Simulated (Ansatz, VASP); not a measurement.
**SnO in VASP and in Ansatz**

```
CELL_PARAMETERS angstrom
3.81370 0.00000 0.00000
0.00000 3.81370 0.00000
0.00000 0.00000 4.88691
ATOMIC_POSITIONS crystal
Sn 0.50000 0.00000 0.76463
Sn 0.00000 0.50000 0.23537
O 0.00000 0.00000 0.00000
O 0.50000 0.50000 0.00000
```

Alike in both runs: functional PBE0; k mesh 4 × 4 × 3; occupations fermi-dirac, width 0.05 eV; no spin polarisation.

|  | VASP | Ansatz |
| --- | --- | --- |
| version | VASP 6.6.1 | Ansatz 0.2.0 |
| potentials or method | VASP PAW PBE potentials, release 64 (Sn_d, O) | Ansatz PAW |
| plane-wave cutoff (eV) | 520 | 420 |
| valence electrons in the cell | 40 | 40 |
| task | single point | projected density of states |

Ansatz gave:

| Quantity | Value |
| --- | --- |
| gap on the k mesh at the Fermi level (eV) | 1.15 |
| least direct gap on the mesh (eV) | 3.40 |
| pressure (GPa) | -0.8 |
| traceless stress, the component that is largest in VASP (GPa) | 0.32 |
| rms of the force components (eV/Å) | 0.110 |

**Question.** Estimate VASP's values.

**Answer.** gap on the k mesh at the Fermi level (eV): 1.21; least direct gap on the mesh (eV): 3.40; pressure (GPa): -0.6; traceless stress, the component that is largest in VASP (GPa): 0.36; rms of the force components (eV/Å): 0.062.

Atom by atom the forces differ by 0.048 eV/Å (rms over components).

The k mesh is coarse, so the values compare programs but aren't converged. Noted on Ansatz's run: odd divisions of the mesh miss points on the zone boundary, where band edges often lie, so the gap on the mesh can be too wide.
